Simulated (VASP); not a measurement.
# SnSe2 (P-1) in VASP: a series of runs

SnSe2 is run at these levels: PBE; tasks: relaxation of shape and atoms at fixed volume.

Everything below comes from runs of VASP 6.6.1. Logs are shortened: lines on timing, memory, paths and dates and some standing lists are left out, and cuts for length are marked.

## (1) The cell of the first run

The typed cell holds 3 atoms: a = 3.920 Å, b = 3.920 Å, c = 8.186 Å, α = 78.76°, β = 76.66°, γ = 60.00°.

## (2) Relaxation of shape and atoms at fixed volume, PBE (35.17 Å³/atom)

INCAR reads:

```
ALGO     = Normal         # electronic algorithm
EDIFF    = 1E-6           # SCF threshold, eV
EDIFFG   = -0.01          # ionic threshold
ENCUT    = 600            # plane-wave cutoff, eV
GGA      = PE             # functional
IBRION   = 2              # ionic algorithm
ISIF     = 4              # what is computed and relaxed
ISMEAR   = 0              # smearing method
LASPH    = T              # aspherical terms in the spheres
LCHARG   = F              # write CHGCAR
LREAL    = F              # projectors in reciprocal space
LWAVE    = F              # write WAVECAR
NELM     = 100            # most SCF steps
NSW      = 50             # ionic steps
PREC     = Accurate       # precision mode
SIGMA    = 0.02           # smearing width, eV
```

KPOINTS reads:

```
k-points
0
Gamma
  8 8 4
```

POSCAR reads:

```
SnSe2
1.0
    3.9199014130      0.0031623712     -0.0029952316
    1.9572455284      3.3963867728      0.0258968843
    1.8936050567      0.6905301470      7.9337347406
Sn Se
1 2
Direct
    0.0000000000      0.0000000000      0.0000000000
    0.7421505881      0.7117787775      0.7964343786
    0.2578494119      0.2882212225      0.2035656214
```

Potentials or basis: VASP PAW PBE potentials, release 64 (Sn_d, Se).

Started as:

```sh
> cat potpaw_PBE.64/Sn_d/POTCAR potpaw_PBE.64/Se/POTCAR > POTCAR
> mpirun -np 1 vasp_std > vasp.out
```

OUTCAR:

```text
EDIFF = 1E-6
   EDIFFG = -0.01
   ENCUT = 600
   GGA = PE
   IBRION = 2
   ISIF = 4
   ISMEAR = 0
   LASPH = T
   LREAL = F
   NELM = 100
   NSW = 50
   PREC = Accurate

 ion  position               nearest neighbor table
   1  0.000  0.000  0.000-   2 2.78   3 2.78   2 2.78   3 2.78   2 2.78   3 2.78
   2  0.742  0.712  0.796-   1 2.78   1 2.78   1 2.78
   3  0.258  0.288  0.204-   1 2.78   1 2.78   1 2.78

  Warning from LATTYP: Got some problem with cell dimensions!
  Tried to take original basis but could not verify dimensions!
  LATTYP: Found a triclinic cell.
 ALAT       =     6.7895521010
 B/A-ratio  =     2.0511783011
 C/A-ratio  =     1.4431996002
 COS(alpha) =     0.0073042111
 COS(beta)  =     0.5644591990
 COS(gamma) =     0.8216669867

  Lattice vectors:

 A1 = (   5.8825572976,  -3.3900620304,  -0.0318873475)
 A2 = (   9.7388182389,  -6.0927562850,   7.8729552772)
 A3 = (   3.9889522409,  -4.0805921774,  -7.9656220881)

Analysis of symmetry for initial positions (statically):
=====================================================================
 Subroutine PRICEL returns:
 Original cell was already a primitive cell.

 Routine SETGRP: Setting up the symmetry group for a
 triclinic supercell.

 Subroutine GETGRP returns: Found  2 space group operations
 (whereof  2 operations were pure point group operations)
 out of a pool of  2 trial point group operations.

The static configuration has the point symmetry S_2 .

Analysis of symmetry for dynamics (positions and initial velocities):
=====================================================================
 Subroutine PRICEL returns:
 Original cell was already a primitive cell.

 Routine SETGRP: Setting up the symmetry group for a
 triclinic supercell.

 Subroutine GETGRP returns: Found  2 space group operations
 (whereof  2 operations were pure point group operations)
 out of a pool of  2 trial point group operations.

The dynamic configuration has the point symmetry S_2 .

 Subroutine INISYM returns: Found  2 space group operations
 (whereof  2 operations are pure point group operations),
 and found     1 'primitive' translations

----------------------------------------------------------------------------------------

                                     Primitive cell

  volume of cell :     105.5220

  direct lattice vectors                    reciprocal lattice vectors
     3.919901413  0.003162371 -0.002995232     0.255190016 -0.146692018 -0.048140486
[... 99 lines left out ...]
   NELECT =      26.0000    total number of electrons
   NUPDOWN=      -1.0000    fix difference up-down
   EMIN   =  10.00;   EMAX   =-10.00  energy-range for DOS
   EFERMI =   0.00;   METHOD = LEGACY
   ISMEAR =     0;   SIGMA  =   0.02  broadening in eV -4-tet -1-fermi 0-gaus
   EFERMI_NEDOS =   21; number of points for ismear=-14 and -15
   IALGO  =     38    algorithm
   IMIX   =      4    mixing-type and parameters
     AMIX     =   0.40;   BMIX     =  1.00
     AMIX_MAG =   1.60;   BMIX_MAG =  1.00
  volume/ion in A,a.u.               =      35.17       237.37
  Fermi-wavevector in a.u.,A,eV,Ry     =   1.026325  1.939473 14.331608  1.053343
  Thomas-Fermi vector in A             =   2.160212
   LORBIT       =      0    0 simple, 1 ext, 2 COOP (PROOUT), +10 PAW based schemes
   GGA     = PE    functional components
   LHFCALC =     F    Hartree Fock is set to
   AEXX    =    0.0000 exact exchange contribution
   IVDW    =     0    specifies the selected vdW correction
   LEPSILON=     F    determine dielectric tensor
   LRPA    =     F    only Hartree local field effects (RPA)
 conjugate gradient relaxation of ions
 non-spin polarized calculation
 Gauss-broadening in eV      SIGMA  =   0.02
  energy-cutoff  :      600.00
  volume of cell :      105.52
 maximum number of plane-waves:      3543
   NGX = 15   NGY = 15   NGZ = 33

--------------------------------------- Ionic step        1  -------------------------------------------

 number of electron      26.0000000 magnetization

 Free energy of the ion-electron system (eV)
  ---------------------------------------------------
  ext. energy  EPLUGINS =         0.00000000
  ---------------------------------------------------
  free energy    TOTEN  =       -11.84871526 eV

  energy without entropy =      -11.84871526  energy(sigma->0) =      -11.84871526

------------------------ aborting loop because EDIFF is reached ----------------------------------------

  FORCE on cell =-STRESS in cart. coord.  units (eV):
  Direction    XX          YY          ZZ          XY          YZ          ZX
  --------------------------------------------------------------------------------------
  -------------------------------------------------------------------------------------
  Total       -1.0824612     -1.0829072     -0.9617209     -0.0000558     -0.0017090     -0.0002768
  in kB      -16.4353932    -16.4421642    -14.6021497     -0.0008472     -0.0259478     -0.0042022
  external PRESSURE =     -15.8265690 kB  Pullay stress =       0.0000000 kB
[... 246 lines left out ...]
--------------------------------------- Ionic step        8  -------------------------------------------

 number of electron      25.9999996 magnetization

 Free energy of the ion-electron system (eV)
  ---------------------------------------------------
  ext. energy  EPLUGINS =         0.00000000
  ---------------------------------------------------
  free energy    TOTEN  =       -11.86701804 eV

  energy without entropy =      -11.86701804  energy(sigma->0) =      -11.86701804

 E-fermi :   1.4974     XC(G=0):  -7.6976

 val. band max:        1.3340274129   @ k =  -0.1250  -0.1250   0.2500
 cond. band min:       2.0693139558   @ k =  -0.0000   0.5000   0.5000
 fundamental gap:      0.7352865429
 Fermi energy:         1.4974307303

 k-point     1 :       0.0000    0.0000    0.0000
  band No.  band energies     occupation
      1     -19.7785      2.00000
      2     -19.7785      2.00000
      3     -19.7462      2.00000
      4     -19.7372      2.00000
      5     -19.7372      2.00000
      6     -11.9805      2.00000
[... 457 lines left out ...]
      4     -19.7345      2.00000
      5     -19.7226      2.00000
      6     -11.0973      2.00000
[... 9 lines left out ...]
     16       6.6378      0.00000
     17       6.9572      0.00000

 [... further k-points ...]

------------------------ aborting loop because EDIFF is reached ----------------------------------------

  FORCE on cell =-STRESS in cart. coord.  units (eV):
  Direction    XX          YY          ZZ          XY          YZ          ZX
  --------------------------------------------------------------------------------------
  -------------------------------------------------------------------------------------
  Total       -0.0502165     -0.0504943     -0.0440980      0.0000633     -0.0003480     -0.0000517
  in kB       -0.7624555     -0.7666729     -0.6695556      0.0009607     -0.0052835     -0.0007847
  external PRESSURE =      -0.7328947 kB  Pullay stress =       0.0000000 kB
[... 18 lines left out ...]
  FREE ENERGIE OF THE ION-ELECTRON SYSTEM (eV)
  ---------------------------------------------------
  free  energy   TOTEN  =       -11.8670180368 eV

  energy  without entropy=      -11.8670180368  energy(sigma->0) =      -11.86701804

 reached required accuracy - stopping structural energy minimisation
```

CONTCAR:

```text
SnSe2
   1.00000000000000
     3.8732363751118650    0.0031541072446956   -0.0030387268960875
     1.9339700519998950    3.3558253931069251    0.0253710538038590
     1.8711326751832973    0.6795688757715649    8.1261608479440515
  Sn              Se
     1     2
Direct
     0.0000000000000000    0.0000000000000000    1.0000000000000000
     0.7395001668995842    0.7101798972785189    0.8035882479762617
     0.2604998331004159    0.2898201027214811    0.1964117520237383

  0.00000000E+00  0.00000000E+00  0.00000000E+00
  0.00000000E+00  0.00000000E+00  0.00000000E+00
  0.00000000E+00  0.00000000E+00  0.00000000E+00
```

Wall time 23 min (1 thread of Intel Xeon 8259CL, shared host); peak memory 0.48 GiB.

What came out:

```yaml
Free_energy: -11.8670 eV
Energy_gained_by_relaxing: 6.1 meV/atom
Ionic_steps: 8
Pressure_after_relaxing: -0.1 GPa
Band_gap_on_the_k_mesh: 0.74 eV (least direct gap 1.05 eV)
```

Step by step:
```
step  energy change (eV)  largest force (eV/Å)  pressure (GPa)  volume (Å³)
   1              0.0000                0.2859           -1.58       105.52
   2             -0.0067                0.1820           -1.25       105.52
   3             -0.0122                0.0373           -0.56       105.52
   4             -0.0169                0.0274           -0.26       105.52
   5             -0.0183                0.0166            0.02       105.52
   6             -0.0183                0.0179            0.00       105.52
   7             -0.0183                0.0184           -0.02       105.52
   8             -0.0183                0.0003           -0.07       105.52
```

Final structure:
```xyz
3
Lattice="3.8732 0.0032 -0.0030 1.9340 3.3558 0.0254 1.8711 0.6796 8.1262" Properties=species:S:1:pos:R:3 pbc="T T T"
Sn    1.8711    0.6796    8.1262
Se    5.7413    2.9317    6.5459
Se    1.9370    1.1069    1.6026
```

Levels at points of the mesh, in eV from the valence-band top:
```tsv
k point	band 10	band 11	band 12	band 13	band 14	band 15	band 16	band 17
(0.00, 0.00, 0.00)	-0.47	-0.47	-0.09	-0.09	1.30	3.06	4.55	4.56
(0.50, 0.00, 0.00)	-2.20	-2.15	-0.72	-0.32	0.83	4.11	5.54	5.74
(0.00, 0.50, 0.00)	-2.22	-2.15	-0.70	-0.32	0.83	4.06	5.66	5.74
(0.50, 0.50, 0.00)	-2.19	-2.15	-0.59	-0.31	0.74	4.01	5.40	5.56
(0.00, 0.00, 0.50)	-0.47	-0.47	-0.09	-0.09	1.68	3.02	4.55	4.56
(0.50, 0.00, 0.50)	-2.19	-2.15	-0.59	-0.31	0.74	4.01	5.37	5.57
(0.00, 0.50, 0.50)	-2.17	-2.15	-0.61	-0.31	0.74	4.06	5.27	5.58
(0.50, 0.50, 0.50)	-2.19	-2.15	-0.72	-0.32	0.82	4.12	5.51	5.74
```

Caveat: semilocal functionals underestimate gaps, and a narrow one can read as zero; spin-orbit coupling is left out, which moves the levels of the heavy elements. A k mesh can miss the band edges.

## (3) Relaxation of shape and atoms at fixed volume, PBE (30.06 Å³/atom)

This run uses another cell than the first one, of 30.06 Å³/atom.

INCAR reads:

```
SYSTEM = SnSe2
  ALGO = Normal
  EDIFF = 1E-7
  EDIFFG = -0.01
  ENCUT = 600
  GGA = PE
  IBRION = 2
  ISIF = 4
  ISMEAR = 0
  LASPH = .TRUE.
  LCHARG = .FALSE.
  LREAL = .FALSE.
  LWAVE = .FALSE.
  NELM = 60
  NSW = 50
  PREC = Accurate
  SIGMA = 0.02
```

KPOINTS reads:

```
k-points
0
G
  8 8 4
  0 0 0
```

POSCAR reads:

```
SnSe2
1.0
    3.8240525944      0.0031305025     -0.0026264632
    1.9094285267      3.3142450971      0.0264961553
    1.8474897777      0.6811430926      7.1227050612
Sn Se
1 2
Direct
    0.0000000000      0.0000000000      0.0000000000
    0.7488909208      0.7160106914      0.7780373509
    0.2511090792      0.2839893086      0.2219626491
```

Potentials or basis: VASP PAW PBE potentials, release 64 (Sn_d, Se).

Started as:

```sh
> cat potpaw_PBE.64/Sn_d/POTCAR potpaw_PBE.64/Se/POTCAR > POTCAR
> mpirun -np 1 vasp_std > vasp.out
```

Run time: 10 min. Hardware: 1 thread of Intel Xeon Platinum 8488C (Sapphire Rapids), shared host; peak memory 0.44 GiB.

The run converged. Its results:

```
Free energy                  : -11.8660 eV
Energy gained by relaxing    : 5.3 meV/atom
Ionic steps                  : 6
Pressure after relaxing      : 0.2 GPa
Largest force after relaxing : 0.007 eV/Å
Band gap on the k mesh       : 0.55 eV (least direct gap 0.84 eV)
```

Forces in eV/Å, atoms in the order of the input:
```
Sn   0.000  0.000  0.000
Se   0.000  0.006 -0.003
Se   0.000 -0.006  0.003
```

Step by step:
```
step  energy change (eV)  largest force (eV/Å)  pressure (GPa)  volume (Å³)
   1              0.0000                0.2862            1.92        90.17
   2             -0.0067                0.1663            1.46        90.17
   3             -0.0111                0.0298            0.71        90.17
   4             -0.0149                0.0059            0.47        90.17
   5             -0.0158                0.0175            0.29        90.17
   6             -0.0158                0.0071            0.24        90.17
```

Final structure:
```xyz
3
Lattice="3.8654 0.0030 -0.0028 1.9299 3.3514 0.0294 1.8670 0.6965 6.9689" Properties=species:S:1:pos:R:3 pbc="T T T"
Sn    5.7324    0.6995    6.9661
Se    5.7290    2.9455    5.3917
Se    1.9333    1.1054    1.6038
```

Levels at points of the mesh, in eV from the valence-band top:
```csv
k point,band 11,band 12,band 13,band 14,band 15,band 16
"(0.00, 0.00, 0.00)",-0.47,-0.14,-0.12,1.07,3.07,4.51
"(0.50, 0.00, 0.00)",-2.16,-1.01,-0.40,0.95,4.08,5.75
"(0.00, 0.50, 0.00)",-2.16,-0.93,-0.40,0.97,3.99,5.84
"(0.50, 0.50, 0.00)",-2.20,-0.38,-0.29,0.55,3.83,5.34
"(0.00, 0.00, 0.50)",-0.50,-0.11,-0.09,2.00,3.01,4.54
"(0.50, 0.00, 0.50)",-2.18,-0.39,-0.29,0.55,3.85,5.34
"(0.00, 0.50, 0.50)",-2.10,-0.49,-0.29,0.57,3.95,5.23
"(0.50, 0.50, 0.50)",-2.16,-1.01,-0.40,0.94,4.10,5.68
```

Caveat: semilocal functionals underestimate gaps, and a narrow one can read as zero; spin-orbit coupling is left out, which moves the levels of the heavy elements. A k mesh can miss the band edges.

## (4) Relaxation of shape and atoms at fixed volume, PBE (31.02 Å³/atom)

This run uses another cell than the first one, of 31.02 Å³/atom.

INCAR reads:

```
ALGO     = Normal         # electronic algorithm
EDIFF    = 1E-7           # SCF threshold, eV
EDIFFG   = -0.01          # ionic threshold
ENCUT    = 600            # plane-wave cutoff, eV
GGA      = PE             # functional
IBRION   = 2              # ionic algorithm
ISIF     = 4              # what is computed and relaxed
ISMEAR   = 0              # smearing method
LASPH    = True           # aspherical terms in the spheres
LCHARG   = False          # write CHGCAR
LREAL    = False          # projectors in reciprocal space
LWAVE    = False          # write WAVECAR
NELM     = 60             # most SCF steps
NSW      = 50             # ionic steps
PREC     = Accurate       # precision mode
SIGMA    = 0.02           # smearing width, eV
```

KPOINTS reads:

```
k-points
0
Gamma
  8 8 4
```

POSCAR reads:

```
SnSe2
1.0
    3.8312072669      0.0035578493     -0.0022567056
    1.9133684000      3.3197103538      0.0249451807
    1.8518530786      0.6770034962      7.3243414296
Sn Se
1 2
Direct
    0.0000000000      0.0000000000      0.0000000000
    0.7467673591      0.7140581742      0.7844069939
    0.2532326409      0.2859418258      0.2155930061
```

Started as:

```sh
> cat potpaw_PBE.64/Sn_d/POTCAR potpaw_PBE.64/Se/POTCAR > POTCAR
> mpirun -np 1 vasp_std > vasp.out
```

Wall time 12 min (1 thread of Intel Xeon Platinum 8259CL at 2.50GHz (Skylake/Cascade Lake), shared host); peak memory 0.45 GiB.

The run converged. Its results:

| Item | Value |
| --- | --- |
| Free energy | -11.8687 eV |
| Energy gained by relaxing | 4.9 meV/atom |
| Ionic steps | 7 |
| Pressure after relaxing | 0.1 GPa |
| Largest force after relaxing | 0.004 eV/Å |
| Band gap on the k mesh | 0.60 eV (least direct gap 0.91 eV) |

Forces in eV/Å, atoms in the order of the input:
```
Sn   0.000  0.000  0.000
Se   0.000  0.003  0.002
Se   0.000 -0.003 -0.002
```

The path:
```tsv
step	energy change (eV)	largest force (eV/Å)	pressure (GPa)	volume (Å³)
1	0.0000	0.2877	1.68	93.05
2	-0.0064	0.1608	1.24	93.05
3	-0.0097	0.0361	0.55	93.05
4	-0.0136	0.0261	0.27	93.05
5	-0.0147	0.0186	0.02	93.05
6	-0.0147	0.0182	0.01	93.05
7	-0.0147	0.0038	0.06	93.05
```

Final structure:
```
Sn Se
1.0
     3.86943    0.00306   -0.00291
     1.93199    3.35383    0.02595
     1.86881    0.68780    7.17772
Sn Se
1 2
Direct
  0.00000 0.00000 0.00000
  0.74923 0.71577 0.77757
  0.25077 0.28423 0.22243
```

Levels at points of the mesh, in eV from the valence-band top:
| k point | band 11 | band 12 | band 13 | band 14 | band 15 | band 16 |
| --- | --- | --- | --- | --- | --- | --- |
| (0.00, 0.00, 0.00) | -0.47 | -0.12 | -0.11 | 1.12 | 3.07 | 4.52 |
| (0.50, 0.00, 0.00) | -2.15 | -0.92 | -0.37 | 0.91 | 4.09 | 5.69 |
| (0.00, 0.50, 0.00) | -2.15 | -0.86 | -0.37 | 0.93 | 4.01 | 5.81 |
| (0.50, 0.50, 0.00) | -2.18 | -0.44 | -0.30 | 0.61 | 3.87 | 5.40 |
| (0.00, 0.00, 0.50) | -0.49 | -0.10 | -0.09 | 1.91 | 3.01 | 4.54 |
| (0.50, 0.00, 0.50) | -2.18 | -0.44 | -0.30 | 0.60 | 3.89 | 5.39 |
| (0.00, 0.50, 0.50) | -2.12 | -0.52 | -0.30 | 0.61 | 3.99 | 5.22 |
| (0.50, 0.50, 0.50) | -2.15 | -0.92 | -0.37 | 0.91 | 4.12 | 5.63 |

Caveat: semilocal functionals underestimate gaps, and a narrow one can read as zero; spin-orbit coupling is left out, which moves the levels of the heavy elements.

## (5) The runs side by side

```tsv
cell	gap on the mesh (eV)	pressure (GPa)	relaxed volume (Å³/atom)
relaxed from a = 3.920, b = 3.920, c = 8.186 Å, angles 78.8, 76.7, 60.0°, 3 atoms, atomic positions A	0.74	-0.1	35.17
relaxed from a = 3.824, b = 3.825, c = 7.390 Å, angles 77.8, 75.6, 60.0°, 3 atoms, atomic positions B	0.55	0.2	30.06
relaxed from a = 3.831, b = 3.832, c = 7.585 Å, angles 78.1, 75.9, 60.0°, 3 atoms, atomic positions C	0.60	0.1	31.02
```

Alike in all rows: task relaxation of shape and atoms at fixed volume; level PBE; potentials or basis VASP PAW PBE potentials, release 64 (Sn_d, Se); no spin polarisation; k mesh 8 × 8 × 4; cutoff (eV) 600; smearing gaussian 0.02 eV.

Caveats: semilocal functionals underestimate gaps, and a narrow one can read as zero; spin-orbit coupling is left out, which moves the levels of the heavy elements.

Total energies depend on the potentials used, so only differences within one code and one set of settings carry meaning.
